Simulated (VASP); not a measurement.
Here is a VASP 6.6.1 calculation.

The input INCAR:

```
ALGO     = Normal         # electronic algorithm
EDIFF    = 1E-6           # SCF threshold, eV
EDIFFG   = -0.01          # ionic threshold
ENCUT    = 600            # plane-wave cutoff, eV
GGA      = PE             # functional
IBRION   = 2              # ionic algorithm
ISIF     = 3              # what is computed and relaxed
ISMEAR   = 0              # smearing method
LASPH    = True           # aspherical terms in the spheres
LCHARG   = False          # write CHGCAR
LREAL    = False          # projectors in reciprocal space
LWAVE    = False          # write WAVECAR
NELM     = 80             # most SCF steps
NSW      = 100            # ionic steps
PREC     = Accurate       # precision mode
SIGMA    = 0.1            # smearing width, eV
```

Contents of KPOINTS:

```
k-points
0
Gamma
  12 12 4
```

Contents of POSCAR:

```
Al3H2
1.0
    2.8018180584      0.0000000000      0.0000000000
   -1.4009090292      2.4264456154      0.0000000000
    0.0000000000      0.0000000000     11.5921046542
Al H
3 2
Direct
    0.6666666667      0.3333333333      0.7920358888
    0.3333333333      0.6666666667      0.2079641112
    0.0000000000      0.0000000000      0.0000000000
    0.0000000000      0.0000000000      0.4675957870
    0.0000000000      0.0000000000      0.5324042130
```

Potentials or basis: VASP PAW PBE potentials, release 64 (Al, H).

Launch:

```sh
$ cat potpaw_PBE.64/Al/POTCAR potpaw_PBE.64/H/POTCAR > POTCAR
$ mpirun -np 1 vasp_std > vasp.out
```

**Question.** Predict the relaxed cell.

**Answer.** a = 2.831 Å, b = 2.831 Å, c = 11.637 Å, α = 90.00°, β = 90.00°, γ = 120.00°.

**Question.** What does it give for the space group after relaxing (to 0.1 Å)?

**Answer.** P-3m1 (No. 164).

Final structure:
```
Al H
1.0
     2.83114    0.00000    0.00000
    -1.41557    2.45184    0.00000
     0.00000    0.00000   11.63668
Al H
3 2
Direct
  0.66667 0.33333 0.80134
  0.33333 0.66667 0.19866
  0.00000 0.00000 0.00000
  0.00000 0.00000 0.46775
  0.00000 0.00000 0.53225
```
